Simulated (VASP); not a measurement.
Input of a VASP 6.6.1 run:

Contents of INCAR:

```
PREC     = Accurate       # precision mode
ENCUT    = 520            # plane-wave cutoff, eV
EDIFF    = 1E-6           # SCF threshold, eV
ISMEAR   = -1             # smearing method
SIGMA    = 0.1            # smearing width, eV
LREAL    = F              # projectors in reciprocal space
LASPH    = T              # aspherical terms in the spheres
NELM     = 80             # most SCF steps
ALGO     = Normal         # electronic algorithm
ISIF     = 2              # what is computed and relaxed
LWAVE    = F              # write WAVECAR
LCHARG   = T              # write CHGCAR
GGA      = PE             # functional
LELF     = T              # ELF
LVHAR    = T            
NBANDS   = 29             # bands
ISYM     = 0
```

KPOINTS

```
regular mesh
0
Gamma
  5 5 5
```

Contents of POSCAR:

```
TiPt3
1.0
    3.9477965121     -0.0000146198      0.0000086757
   -0.0000146198      3.9477821233     -0.0000048137
    0.0000086757     -0.0000048137      3.9477694525
Ti Pt
1 3
Direct
   -0.0000190058      0.0008819989      0.0008438463
   -0.0000214621      0.5008938059      0.5008478868
    0.4999832126      0.0008937770      0.5008489221
    0.4999747278      0.5008972502      0.0008471629
```

Potentials or basis: VASP PAW PBE potentials, release 64 (Ti_sv, Pt).

Run with:

```console
$ cat potpaw_PBE.64/Ti_sv/POTCAR potpaw_PBE.64/Pt/POTCAR > POTCAR
$ mpirun -np 1 vasp_std > vasp.out
```

What does it give for the pressure?

-0.4 GPa.

Estimate the band gap on the k mesh.

zero (band 21 reaches 12.51 eV, above the bottom of band 22 at 11.18 eV).

Caveat: spin-orbit coupling is left out, which moves the levels of the heavy elements.
